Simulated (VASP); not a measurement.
# SiNi (R-3m) in VASP: notebook

SiNi is run at these levels: PBE; tasks: single point, relaxation of cell and atoms.

All numbers are computed with VASP 6.6.1; they aren't measurements. Logs are shortened: lines on timing, memory, paths and dates and some standing lists are left out, and cuts for length are marked.

**1. The cell of the first run**

Symmetry: R-3m, No. 166, trigonal system. Conventional cell: a = 2.678 Å, b = 2.678 Å, c = 11.157 Å, α = 90.00°, β = 90.00°, γ = 120.00°. Ni (site symmetry -3m) has 6 Si at 2.42 Å and 6 Ni at 2.68 Å within 3.2 Å. Within 3.2 Å of Si (site symmetry -3m) lie 6 Ni at 2.42 Å and 6 Si at 2.68 Å.

**2. Single point, PBE**

Input file INCAR:

```
PREC = Accurate ; ENCUT = 520
EDIFF = 1E-7 ; ISMEAR = 0
SIGMA = 0.1 ; LREAL = F
LASPH = T ; NELM = 100
ALGO = Normal ; ISIF = 2
LWAVE = F ; LCHARG = T
GGA = PE ; LELF = T
LVHAR = T ; NBANDS = 14
```

Input file KPOINTS:

```
regular mesh
0
Gamma
  18 18 18
```

Input file POSCAR:

```
SiNi
1.0
   -1.5158852884     -1.5158852884     -3.4097314563
   -1.5158852884     -3.4097314563     -1.5158852884
   -3.4097314563     -1.5158852884     -1.5158852884
Ni Si
1 1
Direct
    0.0000000000      0.0000000000      1.0000000000
    0.5000000000      0.5000000000      0.5000000000
```

Potentials or basis: VASP PAW PBE potentials, release 64 (Ni, Si).

Command:

```
cat potpaw_PBE.64/Ni/POTCAR potpaw_PBE.64/Si/POTCAR > POTCAR
mpirun -np 1 vasp_std > vasp.out
```

OUTCAR:

```text
PREC = Accurate
   ENCUT = 520
   EDIFF = 1E-7
   ISMEAR = 0
   LREAL = F
   LASPH = T
   NELM = 100
   ISIF = 2
   GGA = PE

 ion  position               nearest neighbor table
   1  0.000  0.000  0.000-   2 2.42   2 2.42   2 2.42   2 2.42   2 2.42   2 2.42
   2  0.500  0.500  0.500-   1 2.42   1 2.42   1 2.42   1 2.42   1 2.42   1 2.42

  LATTYP: Found a trigonal (rhomboedric) cell.
 ALAT       =     4.0276649587
 COS(alpha) =     0.7789030631

  Lattice vectors:

 A1 = (  -1.5158852884,  -1.5158852884,  -3.4097314563)
 A2 = (  -1.5158852884,  -3.4097314563,  -1.5158852884)
 A3 = (  -3.4097314563,  -1.5158852884,  -1.5158852884)

Analysis of symmetry for initial positions (statically):
=====================================================================
 Subroutine PRICEL returns:
 Original cell was already a primitive cell.

 Routine SETGRP: Setting up the symmetry group for a
 trigonal (rhombohedral) supercell.

 Subroutine GETGRP returns: Found 12 space group operations
 (whereof 12 operations were pure point group operations)
 out of a pool of 12 trial point group operations.

The static configuration has the point symmetry D_3d.

Analysis of symmetry for dynamics (positions and initial velocities):
=====================================================================
 Subroutine PRICEL returns:
 Original cell was already a primitive cell.

 Routine SETGRP: Setting up the symmetry group for a
 trigonal (rhombohedral) supercell.

 Subroutine GETGRP returns: Found 12 space group operations
 (whereof 12 operations were pure point group operations)
 out of a pool of 12 trial point group operations.

The dynamic configuration has the point symmetry D_3d.

 Subroutine INISYM returns: Found 12 space group operations
 (whereof 12 operations are pure point group operations),
 and found     1 'primitive' translations

----------------------------------------------------------------------------------------

                                     Primitive cell

  volume of cell :      23.1034

  direct lattice vectors                    reciprocal lattice vectors
    -1.515885288 -1.515885288 -3.409731456     0.124260899  0.124260899 -0.403765092
    -1.515885288 -3.409731456 -1.515885288     0.124260899 -0.403765092  0.124260899
    -3.409731456 -1.515885288 -1.515885288    -0.403765092  0.124260899  0.124260899

  length of vectors
     4.027664959  4.027664959  4.027664959     0.440349625  0.440349625  0.440349625

  position of ions in fractional coordinates (direct lattice)
     0.000000000  0.000000000  0.000000000
     0.500000000  0.500000000  0.500000000

  ion indices of the primitive-cell ions
   primitive index   ion index
                 1           1
                 2           2

----------------------------------------------------------------------------------------

 KPOINTS: regular mesh

Automatic generation of k-mesh.
 Grid dimensions read from file:
 generate k-points for:   18   18   18

 Generating k-lattice:

  Cartesian coordinates                     Fractional coordinates (reciprocal lattice)
     0.006903383  0.006903383 -0.022431394     0.055555556 -0.000000000 -0.000000000
     0.006903383 -0.022431394  0.006903383    -0.000000000  0.055555556 -0.000000000
    -0.022431394  0.006903383  0.006903383    -0.000000000 -0.000000000  0.055555556

  Length of vectors
     0.024463868  0.024463868  0.024463868

  Shift w.r.t. Gamma in fractional coordinates (k-lattice)
     0.000000000  0.000000000  0.000000000

 Subroutine IBZKPT returns following result:
 ===========================================

 Found    580 irreducible k-points:

 Following reciprocal coordinates:
            Coordinates               Weight
  0.000000  0.000000  0.000000      1.000000
  0.055556  0.000000  0.000000      6.000000
  0.111111  0.000000  0.000000      6.000000
  0.166667 -0.000000 -0.000000      6.000000
  0.222222 -0.000000 -0.000000      6.000000
  0.277778 -0.000000 -0.000000      6.000000
[... 16 lines left out ...]
 -0.277778  0.055556  0.000000     12.000000
 -0.222222  0.055556  0.000000     12.000000
 [... further k-points ...]
   k-points           NKPTS =    580   k-points in BZ     NKDIM =    580   number of bands    NBANDS=     14
   number of dos      NEDOS =    301   number of ions     NIONS =      2
   total plane-waves  NPLWV =  27000
   dimension x,y,z NGX =    30 NGY =   30 NGZ =   30
   dimension x,y,z NGXF=    60 NGYF=   60 NGZF=   60
   ions per type =               1   1
   NGX,Y,Z   is equivalent  to a cutoff of  12.38, 12.38, 12.38 a.u.
   NGXF,Y,Z  is equivalent  to a cutoff of  24.77, 24.77, 24.77 a.u.
 SYSTEM =  unknown system
   PREC   = accura    normal or accurate (medium, high low for compatibility)
   ISTART =      0    job   : 0-new  1-cont  2-samecut
   ICHARG =      2    charge: 1-file 2-atom 10-const
   ISPIN  =      1    spin polarized calculation?
   LNONCOLLINEAR =      F non collinear calculations
   LSORBIT =      F    spin-orbit coupling
   LASPH  =      T    aspherical Exc in radial PAW
   ENCUT  =  520.0 eV  38.22 Ry    6.18 a.u.   7.49  7.49  7.49*2*pi/ulx,y,z
   NELM   =    100;   NELMIN=  2; NELMDL= -5     # of ELM steps
   EDIFF  = 0.1E-06   stopping-criterion for ELM
   LREAL  =      F    real-space projection
   EDIFFG = 0.1E-05   stopping-criterion for IOM
   NSW    =      0    number of steps for IOM
   IBRION =     -1    ionic relax: 0-MD 1-quasi-New 2-CG
   NFREE  =      0    steps in history (QN), initial steepest desc. (CG)
   ISIF   =      2    stress and relaxation
   ISYM   =      2    0-nonsym 1-usesym 2-fastsym
   POTIM  = 0.5000    time-step for ionic-motion
   TEBEG  =    0.0;   TEEND  =   0.0 temperature during run
   PSTRESS=    0.0 pullay stress
   NELECT =      14.0000    total number of electrons
   NUPDOWN=      -1.0000    fix difference up-down
   EMIN   =  10.00;   EMAX   =-10.00  energy-range for DOS
   EFERMI =   0.00;   METHOD = LEGACY
   ISMEAR =     0;   SIGMA  =   0.10  broadening in eV -4-tet -1-fermi 0-gaus
   EFERMI_NEDOS =   21; number of points for ismear=-14 and -15
   IALGO  =     38    algorithm
   IMIX   =      4    mixing-type and parameters
     AMIX     =   0.40;   BMIX     =  1.00
     AMIX_MAG =   1.60;   BMIX_MAG =  1.00
  volume/ion in A,a.u.               =      11.55        77.95
  Fermi-wavevector in a.u.,A,eV,Ry     =   1.385347  2.617927 26.112126  1.919187
  Thomas-Fermi vector in A             =   2.509766
   LORBIT       =      0    0 simple, 1 ext, 2 COOP (PROOUT), +10 PAW based schemes
   GGA     = PE    functional components
   LHFCALC =     F    Hartree Fock is set to
   AEXX    =    0.0000 exact exchange contribution
   IVDW    =     0    specifies the selected vdW correction
   LEPSILON=     F    determine dielectric tensor
   LRPA    =     F    only Hartree local field effects (RPA)
 non-spin polarized calculation
 Gauss-broadening in eV      SIGMA  =   0.10
  energy-cutoff  :      520.00
  volume of cell :       23.10
 maximum number of plane-waves:       638
 NGX is ok and might be reduce to    30
   NGX = 15   NGY = 15   NGZ = 15

 number of electron      13.9999995 magnetization

 Free energy of the ion-electron system (eV)
  ---------------------------------------------------
  ext. energy  EPLUGINS =         0.00000000
  ---------------------------------------------------
  free energy    TOTEN  =       -11.57881937 eV

  energy without entropy =      -11.57447019  energy(sigma->0) =      -11.57664478

 E-fermi :  11.1663     XC(G=0): -12.5104

 val. band max:       11.1639715490   @ k =  -0.1111   0.3333   0.0556
 cond. band min:      11.1694018365   @ k =  -0.4444   0.1667   0.1667
 fundamental gap:      0.0054302876
 Fermi energy:        11.1663271105

 k-point     1 :       0.0000    0.0000    0.0000
  band No.  band energies     occupation
      1      -2.5637      2.00000
      2       6.7393      2.00000
      3       7.6074      2.00000
      4       8.9170      2.00000
      5       8.9170      2.00000
      6       9.2775      2.00000
      7       9.2775      2.00000
      8      13.2811      0.00000
      9      21.4296      0.00000
     10      21.4296      0.00000
     11      24.0740      0.00000
     12      24.0740      0.00000
     13      27.8775      0.00000
     14      28.1540      0.00000

 k-point     2 :       0.0556    0.0000    0.0000
  band No.  band energies     occupation
      1      -2.4761      2.00000
      2       6.7616      2.00000
      3       7.5668      2.00000
      4       8.9032      2.00000
      5       8.9501      2.00000
      6       9.2640      2.00000
      7       9.3785      2.00000
      8      13.3317      0.00000
      9      20.5806      0.00000
     10      21.0606      0.00000
     11      23.7566      0.00000
     12      24.6018      0.00000
     13      27.4414      0.00000
     14      28.5310      0.00000

 k-point     3 :       0.1111    0.0000    0.0000
  band No.  band energies     occupation
      1      -2.2140      2.00000
      2       6.8015      2.00000
      3       7.5142      2.00000
      4       8.8271      2.00000
      5       9.0398      2.00000
      6       9.2322      2.00000
      7       9.6612      2.00000
      8      13.4896      0.00000
      9      18.8070      0.00000
     10      20.3687      0.00000
     11      23.0490      0.00000
     12      25.6326      0.00000
     13      25.7641      0.00000
     14      27.5110      0.00000
[... 324 lines left out ...]
 k-point    23 :      -0.2778    0.0556    0.0000
  band No.  band energies     occupation
      1       0.0481      2.00000
      2       6.6848      2.00000
      3       7.9504      2.00000
      4       8.0247      2.00000
      5       8.8711      2.00000
      6       9.8049      2.00000
      7      11.0260      1.95275
      8      12.7723      0.00000
      9      15.3527      0.00000
     10      17.4202      0.00000
     11      19.0437      0.00000
     12      21.5905      0.00000
     13      23.0445      0.00000
     14      28.9088      0.00000

 k-point    24 :      -0.2222    0.0556    0.0000
  band No.  band energies     occupation
      1      -0.7865      2.00000
      2       6.8246      2.00000
      3       7.7724      2.00000
      4       8.3586      2.00000
      5       8.9636      2.00000
      6       9.5846      2.00000
      7      10.7902      2.00000
      8      13.6689      0.00000
      9      14.9596      0.00000
     10      17.8411      0.00000
     11      20.7175      0.00000
     12      22.1416      0.00000
     13      23.9739      0.00000
     14      28.9534      0.00000

 [... further k-points ...]

------------------------ aborting loop because EDIFF is reached ----------------------------------------

  FORCE on cell =-STRESS in cart. coord.  units (eV):
  Direction    XX          YY          ZZ          XY          YZ          ZX
  --------------------------------------------------------------------------------------
  -------------------------------------------------------------------------------------
  Total        0.0176946      0.0176946      0.0176946      0.0107786      0.0107786      0.0107786
  in kB        1.2270850      1.2270850      1.2270850      0.7474755      0.7474755      0.7474755
  external PRESSURE =       1.2270850 kB  Pullay stress =       0.0000000 kB

 VOLUME and BASIS-vectors are now :
 -----------------------------------------------------------------------------
  energy-cutoff  :      520.00
  volume of cell :       23.10
      direct lattice vectors                 reciprocal lattice vectors
    -1.515885288 -1.515885288 -3.409731456     0.124260899  0.124260899 -0.403765092
    -1.515885288 -3.409731456 -1.515885288     0.124260899 -0.403765092  0.124260899
    -3.409731456 -1.515885288 -1.515885288    -0.403765092  0.124260899  0.124260899

 POSITION                                       TOTAL-FORCE (eV/Angst)
 -----------------------------------------------------------------------------------
      0.00000      0.00000      0.00000         0.000000      0.000000      0.000000
     -3.22075     -3.22075     -3.22075        -0.000000     -0.000000     -0.000000
 -----------------------------------------------------------------------------------
    total drift:                               -0.000000     -0.000000     -0.000000

  FREE ENERGIE OF THE ION-ELECTRON SYSTEM (eV)
  ---------------------------------------------------
  free  energy   TOTEN  =       -11.5788193719 eV

  energy  without entropy=      -11.5744701915  energy(sigma->0) =      -11.57664478
```

Run time: 3.3 min. Hardware: 1 thread of AMD EPYC 9R45 (Zen 5), shared host; peak memory 0.3 GiB.

Results:

| Item | Value |
| --- | --- |
| Free energy | -11.5788 eV |
| Pressure | 0.1 GPa |
| Band gap on the k mesh | zero (band 7 reaches 11.50 eV, above the bottom of band 8 at 11.02 eV) |

Stress tensor (GPa, compression positive):
```
0.12 0.07 0.07
0.07 0.12 0.07
0.07 0.07 0.12
```

Levels at points of the mesh, in eV from the Fermi level:
```csv
k point,band 5,band 6,band 7,band 8,band 9,band 10
"(0.00, 0.00, 0.00)",-2.25,-1.89,-1.89,2.11,10.26,10.26
"(0.50, 0.00, 0.00)",-2.43,-0.88,-0.33,1.71,4.10,6.79
"(0.50, 0.50, 0.00)",-2.16,-2.10,-0.88,-0.10,3.29,4.78
"(0.50, 0.50, 0.50)",-2.29,-1.80,-1.80,9.08,10.89,10.89
```

Spin polarisation is off, so any magnetic state and its effect on volume and gap are missing.

**3. Relaxation of cell and atoms, PBE**

This run uses another cell than the first one, of 11.97 Å³/atom, 1.036 times its volume.

Input file INCAR:

```
SYSTEM = SiNi
PREC     = Accurate       ! precision mode
ENCUT    = 600            ! plane-wave cutoff, eV
EDIFF    = 1E-7           ! SCF threshold, eV
ISMEAR   = 0              ! smearing method
SIGMA    = 0.1            ! smearing width, eV
LREAL    = .FALSE.        ! projectors in reciprocal space
LASPH    = .TRUE.         ! aspherical terms in the spheres
NELM     = 100            ! most SCF steps
ALGO     = Normal         ! electronic algorithm
ISIF     = 3              ! what is computed and relaxed
LWAVE    = .FALSE.        ! write WAVECAR
LCHARG   = .FALSE.        ! write CHGCAR
GGA      = PE             ! functional
IBRION   = 2              ! ionic algorithm
NSW      = 100            ! ionic steps
EDIFFG   = -0.01          ! ionic threshold
```

Input file KPOINTS:

```
regular mesh
0
G
  18 18 18
  0 0 0
```

Input file POSCAR:

```
SiNi
1.0
   -1.8156798522     -1.8156798522     -3.6313597043
   -1.8156798522     -3.6313597043     -1.8156798522
   -3.6313597043     -1.8156798522     -1.8156798522
Ni Si
1 1
Direct
    0.0000000000      0.0000000000      0.0000000000
    0.5000000000      0.5000000000      0.5000000000
```

Potentials or basis: VASP PAW PBE potentials, release 64 (Ni, Si).

Command:

```
cat potpaw_PBE.64/Ni/POTCAR potpaw_PBE.64/Si/POTCAR > POTCAR
mpirun -np 1 vasp_std > vasp.out
```

It took 16 min on 1 thread of AMD EPYC 9R45 (Zen 5), shared host; peak memory 0.36 GiB.

The run converged. Its results:

```
Free energy                            : -11.5786 eV
Relaxed volume                         : 11.56 Å³/atom
Relaxed cell                           : a = 4.033 Å, b = 4.033 Å, c = 4.033 Å, α = 38.77°, β = 38.77°, γ = 38.77°
Space group after relaxing (to 0.05 Å) : R-3m (No. 166)
Energy gained by relaxing              : 174.7 meV/atom
Ionic steps                            : 5
Pressure after relaxing                : -0.1 GPa
Band gap on the k mesh                 : zero (band 7 reaches 11.48 eV, above the bottom of band 8 at 11.00 eV)
```

Stress tensor (GPa, compression positive):
```
-0.13 -0.14 -0.14
-0.14 -0.13 -0.14
-0.14 -0.14 -0.13
```

The path:
```tsv
step	energy change (eV)	largest force (eV/Å)	pressure (GPa)	volume (Å³)
1	0.0000	0.0000	-6.29	23.94
2	-0.3272	0.0000	6.68	22.21
3	-0.3273	0.0000	6.44	22.23
4	-0.3460	0.0000	-2.49	23.50
5	-0.3495	0.0000	-0.13	23.12
```

Final structure:
```yaml
crystal:
  lattice:
    - [-1.51982, -1.51982, -3.41276]
    - [-1.51982, -3.41276, -1.51982]
    - [-3.41276, -1.51982, -1.51982]
  atoms:
    - { symbol: Ni, position: [0.00000, 0.00000, 0.00000] }
    - { symbol: Si, position: [0.50000, 0.50000, 0.50000] }
```

Levels at points of the mesh, in eV from the Fermi level:
| k point | band 5 | band 6 | band 7 | band 8 | band 9 | band 10 |
| --- | --- | --- | --- | --- | --- | --- |
| (0.00, 0.00, 0.00) | -2.24 | -1.88 | -1.88 | 2.08 | 10.29 | 10.29 |
| (0.50, 0.00, 0.00) | -2.42 | -0.87 | -0.33 | 1.70 | 4.09 | 6.79 |
| (0.50, 0.50, 0.00) | -2.15 | -2.10 | -0.87 | -0.10 | 3.29 | 4.79 |
| (0.50, 0.50, 0.50) | -2.28 | -1.79 | -1.79 | 9.04 | 10.91 | 10.91 |

Spin polarisation is off, so any magnetic state and its effect on volume and gap are missing.
